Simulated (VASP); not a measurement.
# Y (Fd-3m) in VASP: a series of runs

The runs below take Y through single point, with r2SCAN, r2SCAN0.

Program: VASP 6.6.1. These are calculated values, not measurements. Logs are shortened: lines on timing, memory, paths and dates and some standing lists are left out, and cuts for length are marked.

### 1 The cell of the first run

Symmetry: Fd-3m, No. 227, cubic system. The conventional cell has a = 6.909 Å, b = 6.909 Å, c = 6.909 Å, α = 90.00°, β = 90.00°, γ = 90.00°. Within 3.9 Å of Y (site symmetry -43m) lie 4 Y at 2.99 Å.

This isn't the form of Y at room conditions, which is hcp.

### 2 Single point, r2SCAN

Contents of POSCAR:

```
Y
1.0
    0.0000000000      3.4543040657      3.4543040657
    3.4543040657      0.0000000000      3.4543040657
    3.4543040657      3.4543040657      0.0000000000
Y
2
Direct
    0.1250000000      0.1250000000      0.1250000000
    0.8750000000      0.8750000000      0.8750000000
```

Contents of INCAR.step1:

```
ALGO = Normal
EDIFF = 1E-4
ENCUT = 520
GGA = PE
ISMEAR = -1
LASPH = T
LCHARG = F
LREAL = F
LWAVE = T
NBANDS = 18
NELM = 60
PREC = Accurate
SIGMA = 0.1
```

Contents of INCAR.step2:

```
ALGO = Normal
EDIFF = 1E-7
ENCUT = 520
ISIF = 2
ISMEAR = -1
ISTART = 1
LASPH = T
LCHARG = T
LELF = T
LMIXTAU = T
LREAL = F
LVHAR = T
LWAVE = F
METAGGA = R2SCAN
NBANDS = 18
NELM = 60
PREC = Accurate
SIGMA = 0.1
```

Contents of KPOINTS:

```
k-points
0
Gamma
  4 4 4
```

Potentials or basis: VASP PAW PBE potentials, release 64 (Y_sv).

On the command line:

```sh
> cat potpaw_PBE.64/Y_sv/POTCAR > POTCAR
> cp INCAR.step1 INCAR
> mpirun -np 1 vasp_std > vasp.out
> cp INCAR.step2 INCAR
> mpirun -np 1 vasp_std > vasp.out
```

OUTCAR:

```text
EDIFF = 1E-7
   ENCUT = 520
   ISIF = 2
   ISMEAR = -1
   ISTART = 1
   LASPH = T
   LREAL = F
   METAGGA = R2SCAN
   NELM = 60
   PREC = Accurate

 ion  position               nearest neighbor table
   1  0.125  0.125  0.125-   2 2.99   2 2.99   2 2.99   2 2.99
   2  0.875  0.875  0.875-   1 2.99   1 2.99   1 2.99   1 2.99

  LATTYP: Found a face centered cubic cell.
 ALAT       =     6.9086081314

  Lattice vectors:

 A1 = (   0.0000000000,   3.4543040657,   3.4543040657)
 A2 = (   3.4543040657,   0.0000000000,   3.4543040657)
 A3 = (   3.4543040657,   3.4543040657,   0.0000000000)

Analysis of symmetry for initial positions (statically):
=====================================================================
 Subroutine PRICEL returns:
 Original cell was already a primitive cell.

 Routine SETGRP: Setting up the symmetry group for a
 face centered cubic supercell.

 Subroutine GETGRP returns: Found 48 space group operations
 (whereof 12 operations were pure point group operations)
 out of a pool of 48 trial point group operations.

The static configuration has the point symmetry D_3d.
 The point group associated with its full space group is O_h .

Analysis of symmetry for dynamics (positions and initial velocities):
=====================================================================
 Subroutine PRICEL returns:
 Original cell was already a primitive cell.

 Routine SETGRP: Setting up the symmetry group for a
 face centered cubic supercell.

 Subroutine GETGRP returns: Found 48 space group operations
 (whereof 12 operations were pure point group operations)
 out of a pool of 48 trial point group operations.

The dynamic configuration has the point symmetry D_3d.
 The point group associated with its full space group is O_h .

 Subroutine INISYM returns: Found 48 space group operations
 (whereof 12 operations are pure point group operations),
 and found     1 'primitive' translations

----------------------------------------------------------------------------------------

                                     Primitive cell

  volume of cell :      82.4350

  direct lattice vectors                    reciprocal lattice vectors
     0.000000000  3.454304066  3.454304066    -0.144746956  0.144746956  0.144746956
     3.454304066  0.000000000  3.454304066     0.144746956 -0.144746956  0.144746956
     3.454304066  3.454304066  0.000000000     0.144746956  0.144746956 -0.144746956

  length of vectors
     4.885123658  4.885123658  4.885123658     0.250709083  0.250709083  0.250709083

  position of ions in fractional coordinates (direct lattice)
     0.125000000  0.125000000  0.125000000
     0.875000000  0.875000000  0.875000000

  ion indices of the primitive-cell ions
   primitive index   ion index
                 1           1
                 2           2

----------------------------------------------------------------------------------------

 KPOINTS: k-points

Automatic generation of k-mesh.
 Grid dimensions read from file:
 generate k-points for:    4    4    4

 Generating k-lattice:

  Cartesian coordinates                     Fractional coordinates (reciprocal lattice)
    -0.036186739  0.036186739  0.036186739     0.250000000  0.000000000  0.000000000
     0.036186739 -0.036186739  0.036186739     0.000000000  0.250000000  0.000000000
     0.036186739  0.036186739 -0.036186739     0.000000000  0.000000000  0.250000000

  Length of vectors
     0.062677271  0.062677271  0.062677271

  Shift w.r.t. Gamma in fractional coordinates (k-lattice)
     0.000000000  0.000000000  0.000000000

 Subroutine IBZKPT returns following result:
 ===========================================

 Found      8 irreducible k-points:

 Following reciprocal coordinates:
            Coordinates               Weight
  0.000000  0.000000  0.000000      1.000000
  0.250000  0.000000  0.000000      8.000000
  0.500000  0.000000  0.000000      4.000000
  0.250000  0.250000  0.000000      6.000000
  0.500000  0.250000  0.000000     24.000000
 -0.250000  0.250000  0.000000     12.000000
  0.500000  0.500000  0.000000      3.000000
 -0.250000  0.500000  0.250000      6.000000
   k-points           NKPTS =      8   k-points in BZ     NKDIM =      8   number of bands    NBANDS=     18
   number of dos      NEDOS =    301   number of ions     NIONS =      2
   total plane-waves  NPLWV =  46656
   dimension x,y,z NGX =    36 NGY =   36 NGZ =   36
   dimension x,y,z NGXF=    72 NGYF=   72 NGZF=   72
   ions per type =               2
   NGX,Y,Z   is equivalent  to a cutoff of  12.25, 12.25, 12.25 a.u.
   NGXF,Y,Z  is equivalent  to a cutoff of  24.50, 24.50, 24.50 a.u.
 SYSTEM =  unknown system
   PREC   = accura    normal or accurate (medium, high low for compatibility)
   ISTART =      1    job   : 0-new  1-cont  2-samecut
   ICHARG =      0    charge: 1-file 2-atom 10-const
   ISPIN  =      1    spin polarized calculation?
   LNONCOLLINEAR =      F non collinear calculations
   LSORBIT =      F    spin-orbit coupling
   LASPH  =      T    aspherical Exc in radial PAW
   ENCUT  =  520.0 eV  38.22 Ry    6.18 a.u.   9.08  9.08  9.08*2*pi/ulx,y,z
   NELM   =     60;   NELMIN=  2; NELMDL=  0     # of ELM steps
   EDIFF  = 0.1E-06   stopping-criterion for ELM
   LREAL  =      F    real-space projection
   EDIFFG = 0.1E-05   stopping-criterion for IOM
   NSW    =      0    number of steps for IOM
   IBRION =     -1    ionic relax: 0-MD 1-quasi-New 2-CG
   NFREE  =      0    steps in history (QN), initial steepest desc. (CG)
   ISIF   =      2    stress and relaxation
   ISYM   =      2    0-nonsym 1-usesym 2-fastsym
   POTIM  = 0.5000    time-step for ionic-motion
   TEBEG  =    0.0;   TEEND  =   0.0 temperature during run
   PSTRESS=    0.0 pullay stress
   NELECT =      22.0000    total number of electrons
   NUPDOWN=      -1.0000    fix difference up-down
   EMIN   =  10.00;   EMAX   =-10.00  energy-range for DOS
   EFERMI =   0.00;   METHOD = LEGACY
   ISMEAR =    -1;   SIGMA  =   0.10  broadening in eV -4-tet -1-fermi 0-gaus
   EFERMI_NEDOS =   21; number of points for ismear=-14 and -15
   IALGO  =     38    algorithm
   IMIX   =      4    mixing-type and parameters
     AMIX     =   0.40;   BMIX     =  1.00
     AMIX_MAG =   1.60;   BMIX_MAG =  1.00
  volume/ion in A,a.u.               =      41.22       278.15
  Fermi-wavevector in a.u.,A,eV,Ry     =   1.054011  1.991792 15.115247  1.110939
  Thomas-Fermi vector in A             =   2.189155
   LORBIT       =      0    0 simple, 1 ext, 2 COOP (PROOUT), +10 PAW based schemes
   METAGGA = R2SCAN    functional components
   LHFCALC =     F    Hartree Fock is set to
   AEXX    =    0.0000 exact exchange contribution
   IVDW    =     0    specifies the selected vdW correction
   LEPSILON=     F    determine dielectric tensor
   LRPA    =     F    only Hartree local field effects (RPA)
 non-spin polarized calculation
  energy-cutoff  :      520.00
  volume of cell :       82.44
 maximum number of plane-waves:      2252
   NGX = 19   NGY = 19   NGZ = 19

 number of electron      22.0000001 magnetization

 Free energy of the ion-electron system (eV)
  ---------------------------------------------------
  ext. energy  EPLUGINS =         0.00000000
  ---------------------------------------------------
  free energy    TOTEN  =       -36.35741646 eV

  energy without entropy =      -36.26354012  energy(sigma->0) =      -36.31047829

 E-fermi :   1.6540     XC(G=0):  -8.9663

 val. band max:        1.5204052643   @ k =   0.0000   0.0000   0.0000
 cond. band min:       1.8018693172   @ k =  -0.2500   0.5000   0.2500
 fundamental gap:      0.2814640529
 Fermi energy:         1.6539632371

 k-point     1 :       0.0000    0.0000    0.0000
  band No.  band energies     occupation
      1     -43.2271      2.00000
      2     -42.8747      2.00000
      3     -22.8117      2.00000
      4     -22.8117      2.00000
      5     -22.8117      2.00000
      6     -22.1213      2.00000
[... 10 lines left out ...]
     17       3.8994      0.00000
     18       7.0875      0.00000

 k-point     2 :       0.2500    0.0000    0.0000
  band No.  band energies     occupation
      1     -43.1908      2.00000
      2     -42.9122      2.00000
      3     -22.8561      2.00000
      4     -22.8561      2.00000
      5     -22.8157      2.00000
      6     -22.1245      2.00000
[... 10 lines left out ...]
     17       3.9825      0.00000
     18       6.8665      0.00000

 k-point     3 :       0.5000    0.0000    0.0000
  band No.  band energies     occupation
      1     -43.1401      2.00000
      2     -42.9641      2.00000
      3     -22.8957      2.00000
      4     -22.8957      2.00000
      5     -22.8225      2.00000
      6     -22.1243      2.00000
[... 10 lines left out ...]
     17       4.8058      0.00000
     18       6.2863      0.00000

 k-point     4 :       0.2500    0.2500    0.0000
  band No.  band energies     occupation
      1     -43.1763      2.00000
      2     -42.9271      2.00000
      3     -22.9050      2.00000
      4     -22.9050      2.00000
      5     -22.7149      2.00000
      6     -22.2307      2.00000
[... 10 lines left out ...]
     17       4.0285      0.00000
     18       5.9329      0.00000

 k-point     5 :       0.5000    0.2500    0.0000
  band No.  band energies     occupation
      1     -43.1146      2.00000
      2     -42.9900      2.00000
      3     -22.9759      2.00000
      4     -22.9404      2.00000
      5     -22.6439      2.00000
      6     -22.3016      2.00000
[... 10 lines left out ...]
     17       4.4306      0.00000
     18       5.8812      0.00000

 k-point     6 :      -0.2500    0.2500    0.0000
  band No.  band energies     occupation
      1     -43.1402      2.00000
      2     -42.9640      2.00000
      3     -22.9676      2.00000
      4     -22.8959      2.00000
      5     -22.7094      2.00000
      6     -22.2311      2.00000
[... 10 lines left out ...]
     17       4.5519      0.00000
     18       5.2967      0.00000

 k-point     7 :       0.5000    0.5000    0.0000
  band No.  band energies     occupation
      1     -43.0525      2.00000
      2     -43.0525      2.00000
      3     -22.9811      2.00000
      4     -22.9811      2.00000
      5     -22.4788      2.00000
      6     -22.4788      2.00000
[... 10 lines left out ...]
     17       5.1455      0.00000
     18       5.1455      0.00000

 k-point     8 :      -0.2500    0.5000    0.2500
  band No.  band energies     occupation
      1     -43.0525      2.00000
      2     -43.0525      2.00000
      3     -22.9849      2.00000
      4     -22.9849      2.00000
      5     -22.4720      2.00000
      6     -22.4720      2.00000
[... 10 lines left out ...]
     17       5.7516      0.00000
     18       5.7516      0.00000

------------------------ aborting loop because EDIFF is reached ----------------------------------------

  FORCE on cell =-STRESS in cart. coord.  units (eV):
  Direction    XX          YY          ZZ          XY          YZ          ZX
  --------------------------------------------------------------------------------------
  -------------------------------------------------------------------------------------
  Total       -0.4916182     -0.4916182     -0.4916182     -0.0000000     -0.0000000      0.0000000
  in kB       -9.5549160     -9.5549160     -9.5549160     -0.0000000     -0.0000000      0.0000000
  external PRESSURE =      -9.5549160 kB  Pullay stress =       0.0000000 kB

 VOLUME and BASIS-vectors are now :
 -----------------------------------------------------------------------------
  energy-cutoff  :      520.00
  volume of cell :       82.44
      direct lattice vectors                 reciprocal lattice vectors
     0.000000000  3.454304066  3.454304066    -0.144746956  0.144746956  0.144746956
     3.454304066  0.000000000  3.454304066     0.144746956 -0.144746956  0.144746956
     3.454304066  3.454304066  0.000000000     0.144746956  0.144746956 -0.144746956

 POSITION                                       TOTAL-FORCE (eV/Angst)
 -----------------------------------------------------------------------------------
      0.86358      0.86358      0.86358         0.000000     -0.000000      0.000000
      6.04503      6.04503      6.04503        -0.000000      0.000000     -0.000000
 -----------------------------------------------------------------------------------
    total drift:                                0.000000      0.000000      0.000000

  FREE ENERGIE OF THE ION-ELECTRON SYSTEM (eV)
  ---------------------------------------------------
  free  energy   TOTEN  =       -36.3574164620 eV

  energy  without entropy=      -36.2635401226  energy(sigma->0) =      -36.31047829
```

Run time: 54 s. Hardware: 1 thread of Intel Xeon 6975P-C (Granite Rapids), shared host; peak memory 0.23 GiB.

What came out:

| Item | Value |
| --- | --- |
| Free energy | -36.3574 eV |
| Pressure | -1.0 GPa |
| Band gap on the k mesh | zero (bands 11 and 12 overlap by 0.69 eV) |

Caveat: the k points lie up to 0.39 Å⁻¹ apart, too coarse for converged energies and pressures of a metal; the PAW data sets were made with another functional, which shifts forces and pressure a little.

### 3 Single point, r2SCAN0

POSCAR is that of step 2.

Contents of INCAR.step1:

```
  ALGO = Normal
  EDIFF = 1E-5
  ENCUT = 520
  GGA = PE
  ISIF = 2
  ISMEAR = -1
  LASPH = T
  LREAL = F
  LWAVE = T
  NBANDS = 18
  NELM = 100
  PREC = Accurate
  SIGMA = 0.1
```

Contents of INCAR.step2:

```
  AEXX = 0.25
  ALGO = Normal
  EDIFF = 1E-6
  ENCUT = 520
  ISIF = 2
  ISMEAR = -1
  ISTART = 1
  LASPH = T
  LCHARG = T
  LELF = T
  LHFCALC = T
  LMIXTAU = T
  LREAL = F
  LVHAR = T
  LWAVE = F
  METAGGA = R2SCAN
  NBANDS = 18
  NELM = 100
  PREC = Accurate
  PRECFOCK = Normal
  SIGMA = 0.1
```

KPOINTS is that of step 2.

Potentials or basis: VASP PAW PBE potentials, release 64 (Y_sv).

On the command line:

```sh
> cat potpaw_PBE.64/Y_sv/POTCAR > POTCAR
> cp INCAR.step1 INCAR
> mpirun -np 1 vasp_std > vasp.out
> cp INCAR.step2 INCAR
> mpirun -np 1 vasp_std > vasp.out
```

It took 21 min on 1 thread of Intel Xeon 6975P-C (Granite Rapids), shared host; peak memory 0.23 GiB.

The run converged. Its results:

```
Free energy            : -32.5896 eV
Pressure               : -1.8 GPa
Band gap on the k mesh : zero (bands 11 and 12 overlap by 1.30 eV)
```

Levels at points of the mesh, in eV from the Fermi level:
| k point | band 9 | band 10 | band 11 | band 12 | band 13 | band 14 |
| --- | --- | --- | --- | --- | --- | --- |
| (0.00, 0.00, 0.00) | -4.87 | -0.35 | -0.35 | 1.47 | 1.47 | 1.47 |
| (0.50, 0.00, 0.00) | -2.15 | -1.34 | -0.36 | -0.36 | 1.52 | 1.52 |
| (0.50, 0.50, 0.00) | -1.74 | -1.74 | 0.72 | 0.72 | 1.71 | 1.71 |

Caveat: the k points lie up to 0.39 Å⁻¹ apart, too coarse for converged energies and pressures of a metal; the PAW data sets were made with another functional, which shifts forces and pressure a little.
